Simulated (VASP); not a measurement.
A run of VASP 6.6.1 is set up as follows.

The input INCAR:

```
PREC     = Accurate       # precision mode
ENCUT    = 520            # plane-wave cutoff, eV
EDIFF    = 1E-6           # SCF threshold, eV
ISMEAR   = 0              # smearing method
SIGMA    = 0.1            # smearing width, eV
LREAL    = False          # projectors in reciprocal space
LASPH    = True           # aspherical terms in the spheres
NELM     = 60             # most SCF steps
ALGO     = Normal         # electronic algorithm
ISIF     = 2              # what is computed and relaxed
LWAVE    = False          # write WAVECAR
LCHARG   = True           # write CHGCAR
GGA      = PE             # functional
LELF     = True           # ELF
LVHAR    = True         
NBANDS   = 39             # bands
```

The input KPOINTS:

```
Automatic mesh
0
Gamma
  6 6 4
```

POSCAR

```
Hf2Ge3
1.0
    4.6976116102      0.0000000030      0.0000000000
   -2.3488058077      4.0682509901      0.0000000000
    0.0000000000      0.0000000000      5.5667917582
Hf Ge
2 3
Direct
    0.3333333333      0.6666666667      0.1246011356
    0.6666666667      0.3333333333      0.8753988644
    0.0000000000      0.0000000000      0.0000000000
    0.3333333333      0.6666666667      0.6162347106
    0.6666666667      0.3333333333      0.3837652894
```

Potentials or basis: VASP PAW PBE potentials, release 64 (Hf_pv, Ge_d).

The run is started by

```console
$ cat potpaw_PBE.64/Hf_pv/POTCAR potpaw_PBE.64/Ge_d/POTCAR > POTCAR
$ mpirun -np 1 vasp_std > vasp.out
```

What does it give for the largest force?

0.015 eV/Å.

What does it give for the pressure?

-0.2 GPa.

What does it give for the band gap on the k mesh?

Zero (bands 31 and 32 overlap by 1.35 eV).

Stress tensor (GPa, compression positive):
```
-0.25  0.00  0.00
 0.00 -0.25  0.00
 0.00  0.00  0.01
```

Caveat: spin-orbit coupling is left out, which moves the levels of the heavy elements.
